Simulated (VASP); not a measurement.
Set up this calculation in VASP 6.6.1, as the native input.

| Property | Result |
| --- | --- |
| Task | single point |
| Functional | PBEsol |
| Potentials or basis | VASP PAW PBE potentials, release 64 (Au) |
| Cutoff | 520 eV |
| k mesh | 18 × 18 × 18 |
| Occupations | gaussian, width 0.1 eV |
| Spin | no spin polarisation |
| Dipole correction | no |
| Further INCAR settings | ALGO = Normal; EDIFF = 1e-07; NBANDS = 12 |

The structure of Au lies in POSCAR:

```
Au
1.0
    0.0000000000      2.1077729960      2.1077729960
    2.1077729960      0.0000000000      2.1077729960
    2.1077729960      2.1077729960      0.0000000000
Au
1
Direct
    0.0000000000      0.0000000000      0.0000000000
```

This cell differs from its parent crystal: volume scaled by 1.10.

These files were run (other wordings do the same):

INCAR

```
PREC = Accurate ; ENCUT = 520
EDIFF = 1E-7 ; ISMEAR = 0
SIGMA = 0.1 ; LREAL = False
LASPH = True ; NELM = 100
ALGO = Normal ; ISIF = 2
LWAVE = False ; LCHARG = False
GGA = PS ; NBANDS = 12
```

KPOINTS

```
Automatic mesh
0
Gamma
  18 18 18
```

Potentials or basis: VASP PAW PBE potentials, release 64 (Au).

The run is started by

```bash
$ cat potpaw_PBE.64/Au/POTCAR > POTCAR
$ mpirun -np 1 vasp_std > vasp.out
```

It gave:

- Pressure: -12.9 GPa

Caveat: the PAW data sets were made with another functional, which shifts forces and pressure a little.

Run time: 91 s on 1 thread of AMD EPYC 7R13, with other jobs on the host, peak memory 0.14 GiB.
